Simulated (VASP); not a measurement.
# SnSe2 (P-3m1) in VASP: a series of runs

Runs on SnSe2. Level: PBE. Tasks: single point.

Program: VASP 6.6.1. These are calculated values, not measurements. Logs are shortened: lines on timing, memory, paths and dates and some standing lists are left out, and cuts for length are marked.

## Step 1: The cell of the first run

It takes space group P-3m1 (No. 164, trigonal). The conventional cell has a = 3.586 Å, b = 3.586 Å, c = 6.930 Å, α = 90.00°, β = 90.00°, γ = 120.00°. Within 3.6 Å of Sn (site symmetry -3m) lie 6 Se at 2.70 Å and 6 Sn at 3.59 Å. Se (site symmetry 3m) has 3 Sn at 2.70 Å and 6 Se at 3.59 Å within 3.6 Å.

## Step 2: Single point, PBE

The input, INCAR:

```
SYSTEM = SnSe2
  ALGO = Normal
  EDIFF = 1E-6
  ENCUT = 520
  GGA = PE
  ISIF = 2
  ISMEAR = 0
  LASPH = .True.
  LCHARG = .True.
  LELF = .True.
  LREAL = .False.
  LVHAR = .True.
  LWAVE = .False.
  NBANDS = 20
  NELM = 80
  PREC = Accurate
  SIGMA = 0.05
```

The input, KPOINTS:

```
k-points
0
Gamma
  12 12 6
  0 0 0
```

The input, POSCAR:

```
SnSe2
1.0
    3.5862871595      0.0000000000      0.0000000000
   -1.7931435797      3.1058157854      0.0000000000
    0.0000000000      0.0000000000      6.9301657311
Sn Se
1 2
Direct
    0.0000000000      0.0000000000      0.0000000000
    0.3333333333      0.6666666667      0.2500000000
    0.6666666667      0.3333333333      0.7500000000
```

Potentials or basis: VASP PAW PBE potentials, release 64 (Sn_d, Se).

Started as:

```console
$ cat potpaw_PBE.64/Sn_d/POTCAR potpaw_PBE.64/Se/POTCAR > POTCAR
$ mpirun -np 1 vasp_std > vasp.out
```

OUTCAR:

```text
SYSTEM = SnSe2
   EDIFF = 1E-6
   ENCUT = 520
   GGA = PE
   ISIF = 2
   ISMEAR = 0
   LASPH = .True.
   LREAL = .False.
   NELM = 80
   PREC = Accurate

 ion  position               nearest neighbor table
   1  0.000  0.000  0.000-   2 2.70   3 2.70   2 2.70   3 2.70   3 2.70   2 2.70
   2  0.333  0.667  0.250-   1 2.70   1 2.70   1 2.70
   3  0.667  0.333  0.750-   1 2.70   1 2.70   1 2.70

  LATTYP: Found a hexagonal cell.
 ALAT       =     3.5862871595
 C/A-ratio  =     1.9324068104

  Lattice vectors:

 A1 = (   3.5862871595,   0.0000000000,   0.0000000000)
 A2 = (  -1.7931435797,   3.1058157854,   0.0000000000)
 A3 = (   0.0000000000,   0.0000000000,   6.9301657311)

Analysis of symmetry for initial positions (statically):
=====================================================================
 Subroutine PRICEL returns:
 Original cell was already a primitive cell.

 Routine SETGRP: Setting up the symmetry group for a
 hexagonal supercell.

 Subroutine GETGRP returns: Found 12 space group operations
 (whereof 12 operations were pure point group operations)
 out of a pool of 24 trial point group operations.

The static configuration has the point symmetry D_3d.

Analysis of symmetry for dynamics (positions and initial velocities):
=====================================================================
 Subroutine PRICEL returns:
 Original cell was already a primitive cell.

 Routine SETGRP: Setting up the symmetry group for a
 hexagonal supercell.

 Subroutine GETGRP returns: Found 12 space group operations
 (whereof 12 operations were pure point group operations)
 out of a pool of 24 trial point group operations.

The dynamic configuration has the point symmetry D_3d.

 Subroutine INISYM returns: Found 12 space group operations
 (whereof 12 operations are pure point group operations),
 and found     1 'primitive' translations

----------------------------------------------------------------------------------------

                                     Primitive cell

  volume of cell :      77.1906

  direct lattice vectors                    reciprocal lattice vectors
     3.586287159  0.000000000  0.000000000     0.278839913  0.160988299  0.000000000
    -1.793143580  3.105815785  0.000000000     0.000000000  0.321976598  0.000000000
     0.000000000  0.000000000  6.930165731     0.000000000  0.000000000  0.144296693

  length of vectors
     3.586287159  3.586287159  6.930165731     0.321976598  0.321976598  0.144296693

  position of ions in fractional coordinates (direct lattice)
     0.000000000  0.000000000  0.000000000
     0.333333333  0.666666667  0.250000000
     0.666666667  0.333333333  0.750000000

  ion indices of the primitive-cell ions
   primitive index   ion index
                 1           1
                 2           2
                 3           3

----------------------------------------------------------------------------------------

 KPOINTS: k-points

Automatic generation of k-mesh.
 Grid dimensions read from file:
 generate k-points for:   12   12    6

 Generating k-lattice:

  Cartesian coordinates                     Fractional coordinates (reciprocal lattice)
     0.023236659  0.013415692  0.000000000     0.083333333  0.000000000  0.000000000
     0.000000000  0.026831383  0.000000000     0.000000000  0.083333333  0.000000000
     0.000000000  0.000000000  0.024049449     0.000000000  0.000000000  0.166666667

  Length of vectors
     0.026831383  0.026831383  0.024049449

  Shift w.r.t. Gamma in fractional coordinates (k-lattice)
     0.000000000  0.000000000  0.000000000

 Subroutine IBZKPT returns following result:
 ===========================================

 Found    100 irreducible k-points:

 Following reciprocal coordinates:
            Coordinates               Weight
  0.000000  0.000000  0.000000      1.000000
  0.083333  0.000000  0.000000      6.000000
  0.166667  0.000000  0.000000      6.000000
  0.250000  0.000000  0.000000      6.000000
  0.333333  0.000000  0.000000      6.000000
  0.416667  0.000000  0.000000      6.000000
[... 16 lines left out ...]
  0.166667  0.000000  0.166667      6.000000
  0.000000  0.166667  0.166667      6.000000
 [... further k-points ...]
   k-points           NKPTS =    100   k-points in BZ     NKDIM =    100   number of bands    NBANDS=     20
   number of dos      NEDOS =    301   number of ions     NIONS =      3
   total plane-waves  NPLWV =  42336
   dimension x,y,z NGX =    28 NGY =   28 NGZ =   54
   dimension x,y,z NGXF=    56 NGYF=   56 NGZF=  108
   ions per type =               1   2
   NGX,Y,Z   is equivalent  to a cutoff of  12.98, 12.98, 12.95 a.u.
   NGXF,Y,Z  is equivalent  to a cutoff of  25.96, 25.96, 25.91 a.u.
 SYSTEM =  SnSe2
   PREC   = accura    normal or accurate (medium, high low for compatibility)
   ISTART =      0    job   : 0-new  1-cont  2-samecut
   ICHARG =      2    charge: 1-file 2-atom 10-const
   ISPIN  =      1    spin polarized calculation?
   LNONCOLLINEAR =      F non collinear calculations
   LSORBIT =      F    spin-orbit coupling
   LASPH  =      T    aspherical Exc in radial PAW
   ENCUT  =  520.0 eV  38.22 Ry    6.18 a.u.   6.67  6.67 12.89*2*pi/ulx,y,z
   NELM   =     80;   NELMIN=  2; NELMDL= -5     # of ELM steps
   EDIFF  = 0.1E-05   stopping-criterion for ELM
   LREAL  =      F    real-space projection
   EDIFFG = 0.1E-04   stopping-criterion for IOM
   NSW    =      0    number of steps for IOM
   IBRION =     -1    ionic relax: 0-MD 1-quasi-New 2-CG
   NFREE  =      0    steps in history (QN), initial steepest desc. (CG)
   ISIF   =      2    stress and relaxation
   ISYM   =      2    0-nonsym 1-usesym 2-fastsym
   POTIM  = 0.5000    time-step for ionic-motion
   TEBEG  =    0.0;   TEEND  =   0.0 temperature during run
   PSTRESS=    0.0 pullay stress
   NELECT =      26.0000    total number of electrons
   NUPDOWN=      -1.0000    fix difference up-down
   EMIN   =  10.00;   EMAX   =-10.00  energy-range for DOS
   EFERMI =   0.00;   METHOD = LEGACY
   ISMEAR =     0;   SIGMA  =   0.05  broadening in eV -4-tet -1-fermi 0-gaus
   EFERMI_NEDOS =   21; number of points for ismear=-14 and -15
   IALGO  =     38    algorithm
   IMIX   =      4    mixing-type and parameters
     AMIX     =   0.40;   BMIX     =  1.00
     AMIX_MAG =   1.60;   BMIX_MAG =  1.00
  volume/ion in A,a.u.               =      25.73       173.64
  Fermi-wavevector in a.u.,A,eV,Ry     =   1.139054  2.152501 17.652812  1.297445
  Thomas-Fermi vector in A             =   2.275758
   LORBIT       =      0    0 simple, 1 ext, 2 COOP (PROOUT), +10 PAW based schemes
   GGA     = PE    functional components
   LHFCALC =     F    Hartree Fock is set to
   AEXX    =    0.0000 exact exchange contribution
   IVDW    =     0    specifies the selected vdW correction
   LEPSILON=     F    determine dielectric tensor
   LRPA    =     F    only Hartree local field effects (RPA)
 non-spin polarized calculation
 Gauss-broadening in eV      SIGMA  =   0.05
  energy-cutoff  :      520.00
  volume of cell :       77.19
 maximum number of plane-waves:      2125
 NGX is ok and might be reduce to    28

 number of electron      25.9999995 magnetization

 Free energy of the ion-electron system (eV)
  ---------------------------------------------------
  ext. energy  EPLUGINS =         0.00000000
  ---------------------------------------------------
  free energy    TOTEN  =       -11.45258951 eV

  energy without entropy =      -11.45153198  energy(sigma->0) =      -11.45206075

 E-fermi :   4.7230     XC(G=0):  -9.4393

 val. band max:        4.7194586719   @ k =   0.0833   0.0000   0.1667
 cond. band min:       4.7700705001   @ k =   0.0000   0.4167   0.3333
 fundamental gap:      0.0506118282
 Fermi energy:         4.7229865493

 k-point     1 :       0.0000    0.0000    0.0000
  band No.  band energies     occupation
      1     -17.0742      2.00000
      2     -17.0742      2.00000
      3     -17.0001      2.00000
      4     -16.9781      2.00000
      5     -16.9781      2.00000
      6      -9.8813      2.00000
[... 12 lines left out ...]
     19      13.7730      0.00000
     20      13.7838      0.00000

 k-point     2 :       0.0833    0.0000    0.0000
  band No.  band energies     occupation
      1     -17.0767      2.00000
      2     -17.0686      2.00000
      3     -16.9968      2.00000
      4     -16.9828      2.00000
      5     -16.9788      2.00000
      6      -9.7995      2.00000
[... 12 lines left out ...]
     19      12.9132      0.00000
     20      13.7828      0.00000

 k-point     3 :       0.1667    0.0000    0.0000
  band No.  band energies     occupation
      1     -17.0849      2.00000
      2     -17.0535      2.00000
      3     -16.9956      2.00000
      4     -16.9863      2.00000
      5     -16.9804      2.00000
      6      -9.5594      2.00000
[... 12 lines left out ...]
     19      12.9087      0.00000
     20      13.3197      0.00000

 k-point     4 :       0.2500    0.0000    0.0000
  band No.  band energies     occupation
      1     -17.0982      2.00000
      2     -17.0339      2.00000
      3     -17.0107      2.00000
      4     -16.9815      2.00000
      5     -16.9721      2.00000
      6      -9.1797      2.00000
[... 12 lines left out ...]
     19      12.8266      0.00000
     20      13.6850      0.00000

 k-point     5 :       0.3333    0.0000    0.0000
  band No.  band energies     occupation
      1     -17.1136      2.00000
      2     -17.0242      2.00000
      3     -17.0176      2.00000
      4     -16.9792      2.00000
      5     -16.9573      2.00000
      6      -8.7045      2.00000
[... 12 lines left out ...]
     19      12.5422      0.00000
     20      14.4546      0.00000

 k-point     6 :       0.4167    0.0000    0.0000
  band No.  band energies     occupation
      1     -17.1258      2.00000
      2     -17.0332      2.00000
      3     -17.0102      2.00000
      4     -16.9729      2.00000
      5     -16.9463      2.00000
      6      -8.2304      2.00000
[... 12 lines left out ...]
     19      12.6804      0.00000
     20      14.0058      0.00000

 k-point     7 :       0.5000    0.0000    0.0000
  band No.  band energies     occupation
      1     -17.1305      2.00000
      2     -17.0363      2.00000
      3     -17.0086      2.00000
      4     -16.9693      2.00000
      5     -16.9423      2.00000
      6      -7.9838      2.00000
[... 12 lines left out ...]
     19      13.2306      0.00000
     20      13.2405      0.00000
[... 277 lines left out ...]
 k-point    20 :       0.0000    0.0000    0.1667
  band No.  band energies     occupation
      1     -17.0742      2.00000
      2     -17.0742      2.00000
      3     -17.0001      2.00000
      4     -16.9781      2.00000
      5     -16.9781      2.00000
      6      -9.8606      2.00000
[... 12 lines left out ...]
     19      13.4216      0.00000
     20      13.7084      0.00000

 k-point    21 :       0.0833    0.0000    0.1667
  band No.  band energies     occupation
      1     -17.0767      2.00000
      2     -17.0686      2.00000
      3     -16.9967      2.00000
      4     -16.9828      2.00000
      5     -16.9788      2.00000
      6      -9.7789      2.00000
[... 12 lines left out ...]
     19      12.6649      0.00000
     20      13.8232      0.00000

 k-point    22 :       0.0000    0.0833    0.1667
  band No.  band energies     occupation
      1     -17.0767      2.00000
      2     -17.0686      2.00000
      3     -16.9968      2.00000
      4     -16.9828      2.00000
      5     -16.9788      2.00000
      6      -9.7789      2.00000
[... 12 lines left out ...]
     19      12.8194      0.00000
     20      13.6807      0.00000

 k-point    23 :       0.1667    0.0000    0.1667
  band No.  band energies     occupation
      1     -17.0849      2.00000
      2     -17.0535      2.00000
      3     -16.9956      2.00000
      4     -16.9863      2.00000
      5     -16.9804      2.00000
      6      -9.5391      2.00000
[... 12 lines left out ...]
     19      12.9396      0.00000
     20      13.3810      0.00000

 k-point    24 :       0.0000    0.1667    0.1667
  band No.  band energies     occupation
      1     -17.0849      2.00000
      2     -17.0535      2.00000
      3     -16.9956      2.00000
      4     -16.9863      2.00000
      5     -16.9804      2.00000
      6      -9.5389      2.00000
[... 12 lines left out ...]
     19      12.8271      0.00000
     20      13.0695      0.00000

 [... further k-points ...]

------------------------ aborting loop because EDIFF is reached ----------------------------------------

  FORCE on cell =-STRESS in cart. coord.  units (eV):
  Direction    XX          YY          ZZ          XY          YZ          ZX
  --------------------------------------------------------------------------------------
  -------------------------------------------------------------------------------------
  Total        4.8981344      4.8981344     -1.3610902      0.0000000      0.0000000     -0.0000000
  in kB      101.6662734    101.6662734    -28.2509546      0.0000000      0.0000000     -0.0000000
  external PRESSURE =      58.3605307 kB  Pullay stress =       0.0000000 kB

 VOLUME and BASIS-vectors are now :
 -----------------------------------------------------------------------------
  energy-cutoff  :      520.00
  volume of cell :       77.19
      direct lattice vectors                 reciprocal lattice vectors
     3.586287159  0.000000000  0.000000000     0.278839913  0.160988299  0.000000000
    -1.793143580  3.105815785  0.000000000     0.000000000  0.321976598  0.000000000
     0.000000000  0.000000000  6.930165731     0.000000000  0.000000000  0.144296693

 POSITION                                       TOTAL-FORCE (eV/Angst)
 -----------------------------------------------------------------------------------
      0.00000      0.00000      0.00000         0.000000      0.000000      0.000000
     -0.00000      2.07054      1.73254         0.000000      0.000000     -0.456923
      1.79314      1.03527      5.19762        -0.000000      0.000000      0.456923
 -----------------------------------------------------------------------------------
    total drift:                               -0.000000     -0.000000     -0.000000

  FREE ENERGIE OF THE ION-ELECTRON SYSTEM (eV)
  ---------------------------------------------------
  free  energy   TOTEN  =       -11.4525895134 eV

  energy  without entropy=      -11.4515319792  energy(sigma->0) =      -11.45206075
```

Run time: 3.3 min. Hardware: 1 thread of Intel Xeon 8259CL, shared host; peak memory 0.3 GiB.

What came out:

```yaml
Free_energy: -11.4526 eV
Pressure: 5.8 GPa
Largest_force: 0.457 eV/Å
Band_gap_on_the_k_mesh: zero (bands 13 and 14 overlap by 0.15 eV)
```

Forces on the atoms (eV/Å):
```
Sn   0.000  0.000  0.000
Se   0.000  0.000 -0.457
Se   0.000  0.000  0.457
```

Stress tensor (GPa, compression positive):
```
10.17  0.00  0.00
 0.00 10.17  0.00
 0.00  0.00 -2.83
```

Levels at points of the mesh, in eV from the Fermi level:
| k point | band 10 | band 11 | band 12 | band 13 | band 14 | band 15 | band 16 | band 17 |
| --- | --- | --- | --- | --- | --- | --- | --- | --- |
| (0.00, 0.00, 0.00) | -0.37 | -0.37 | -0.08 | -0.08 | 0.91 | 3.63 | 4.89 | 4.89 |
| (0.50, 0.00, 0.00) | -3.80 | -2.37 | -2.15 | -0.65 | 0.53 | 3.29 | 4.61 | 4.69 |
| (0.00, 0.00, 0.50) | -0.42 | -0.42 | -0.01 | -0.01 | 2.53 | 3.48 | 4.79 | 4.79 |
| (0.50, 0.00, 0.50) | -3.25 | -2.28 | -1.72 | -0.83 | -0.16 | 2.86 | 4.14 | 4.73 |

Caveat: the cell stands under pressure; semilocal functionals underestimate gaps, so a narrow gap can read as zero; spin-orbit coupling is left out, which moves the levels of the heavy elements; this functional lacks dispersion, which binds the layers, so the pressure and a relaxed spacing across them are unreliable.

## Step 3: Single point, PBE

This run uses another cell than the first one, of the same volume but with other edges.

The input, INCAR:

```
  PREC = Accurate
  ENCUT = 520
  EDIFF = 1E-7
  ISMEAR = 0
  SIGMA = 0.05
  LREAL = False
  LASPH = True
  NELM = 100
  ALGO = Normal
  ISIF = 2
  LWAVE = False
  LCHARG = False
  GGA = PE
  NBANDS = 20
```

The input, KPOINTS:

```
regular mesh
0
Gamma
  12 12 6
```

The input, POSCAR:

```
SnSe2
1.0
    3.4918669901      0.0000000000      0.0000000000
   -1.7459334950      3.0240455200      0.0000000000
    0.0000000000      0.0000000000      7.3100165154
Sn Se
1 2
Direct
    0.0000000000      0.0000000000      0.0000000000
    0.3333333333      0.6666666667      0.2500000000
    0.6666666667      0.3333333333      0.7500000000
```

Potentials or basis: VASP PAW PBE potentials, release 64 (Sn_d, Se).

Started as:

```console
$ cat potpaw_PBE.64/Sn_d/POTCAR potpaw_PBE.64/Se/POTCAR > POTCAR
$ mpirun -np 1 vasp_std > vasp.out
```

Run time: 3.8 min. Hardware: 1 thread of Intel Xeon 8259CL, shared host; peak memory 0.3 GiB.

Results (log left out):

| Quantity | Value |
| --- | --- |
| Free energy | -11.0331 eV |
| Pressure | 6.4 GPa |
| Largest force | 0.834 eV/Å |
| Band gap on the k mesh | zero (bands 13 and 14 overlap by 0.69 eV) |

Forces on the atoms (eV/Å):
```
Sn   0.000  0.000  0.000
Se   0.000  0.000 -0.834
Se   0.000  0.000  0.834
```

Stress tensor (GPa, compression positive):
```
12.83  0.00  0.00
 0.00 12.83  0.00
 0.00  0.00 -6.52
```

Levels at points of the mesh, in eV from the Fermi level:
```tsv
k point	band 11	band 12	band 13	band 14	band 15	band 16
(0.00, 0.00, 0.00)	-0.10	0.15	0.15	0.51	4.06	5.20
(0.50, 0.00, 0.00)	-2.53	-2.12	-0.67	0.18	2.88	3.91
(0.00, 0.00, 0.50)	-0.14	0.20	0.20	2.21	3.81	5.14
(0.50, 0.00, 0.50)	-2.17	-2.06	-0.80	-0.49	2.20	4.02
```

Caveat: the cell stands under pressure; semilocal functionals underestimate gaps, so a narrow gap can read as zero; spin-orbit coupling is left out, which moves the levels of the heavy elements; this functional lacks dispersion, which binds the layers, so the pressure and a relaxed spacing across them are unreliable.
